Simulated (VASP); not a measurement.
Write the native input for VASP 6.6.1 that does the following.

| Quantity | Value |
| --- | --- |
| Task | relaxation of cell and atoms |
| Functional | LDA |
| Potentials or basis | VASP PAW LDA potentials, release 64 (Mo_sv) |
| Cutoff | 500 eV |
| k mesh | 9 × 9 × 9 |
| Occupations | gaussian, width 0.05 eV |
| Spin | no spin polarisation |
| Dipole correction | no |
| Further INCAR settings | ALGO = Normal; EDIFF = 1e-07; IBRION = 2; EDIFFG = -0.02; NSW = 60; ISIF = 3 |

The structure of Mo lies in POSCAR:

```
Mo
1.0
   -1.5734200000      1.5734200000      1.5734200000
    1.5734200000     -1.5734200000      1.5734200000
    1.5734200000      1.5734200000     -1.5734200000
Mo
1
Direct
    0.0000000000      0.0000000000      0.0000000000
```

These files were run (other wordings do the same):

INCAR

```
SYSTEM = Mo
PREC = Accurate
ENCUT = 500
EDIFF = 1E-7
ISMEAR = 0
SIGMA = 0.05
LREAL = .FALSE.
LASPH = .TRUE.
NELM = 120
ALGO = Normal
ISIF = 3
LWAVE = .FALSE.
LCHARG = .FALSE.
GGA = CA
IBRION = 2
NSW = 60
EDIFFG = -0.02
GGA_COMPAT = .FALSE.
NELMIN = 4
```

KPOINTS

```
Automatic mesh
0
G
  9 9 9
  0 0 0
```

Potentials or basis: VASP PAW LDA potentials, release 64 (Mo_sv).

Run with:

```sh
$ cat potpaw_LDA.64/Mo_sv/POTCAR > POTCAR
$ mpirun -np 1 vasp_std > vasp.out
```

It gave:

```
Relaxed volume                         : 15.11 Å³/atom
Relaxed cell                           : a = 2.698 Å, b = 2.698 Å, c = 2.698 Å, α = 109.47°, β = 109.47°, γ = 109.47°
Space group after relaxing (to 0.05 Å) : Im-3m (No. 229)
Energy gained by relaxing              : 12.9 meV/atom
Ionic steps                            : 4
Pressure after relaxing                : 0.0 GPa
Band gap on the k mesh                 : zero (band 7 reaches 16.45 eV, above the bottom of band 8 at 11.57 eV)
```

Run time: 5.5 s on 1 thread of Intel(R) Xeon(R) 6975P-C (Granite Rapids) (shared host), peak memory 0.12 GiB.
